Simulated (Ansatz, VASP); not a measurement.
## Two plane-wave programs on Gd

```
Gd
1.0
     0.00000    2.58582    2.58582
     2.58582    0.00000    2.58582
     2.58582    2.58582    0.00000
Gd
1
Direct
  0.00000 0.00000 0.00000
```

Alike in both runs: task single point; functional PBE; k mesh 8 × 8 × 8; occupations fermi-dirac, width 0.05 eV; collinear spin; fixed moment 10.5 μB.

|  | VASP | Ansatz |
| --- | --- | --- |
| version | VASP 6.6.1 | Ansatz 0.2.0 |
| potentials or method | VASP PAW PBE potentials, release 64 (Gd) | Ansatz PAW |
| plane-wave cutoff (eV) | 520 | 420 |
| valence electrons in the cell | 18 | 18 |

Ansatz gave:

```
pressure (GPa)                                                : 0.8
net moment per atom (μB)                                      : 10.50
size of the moment on the site where the two differ most (μB) : 9.26
```

Q: What did VASP give for the same quantities?

A: Pressure (GPa): 0.8; net moment per atom (μB): 10.50; size of the moment on the site where the two differ most (μB): 8.12.

Site moments also hang on the region over which each program counts them.

Spin-orbit coupling is off throughout.
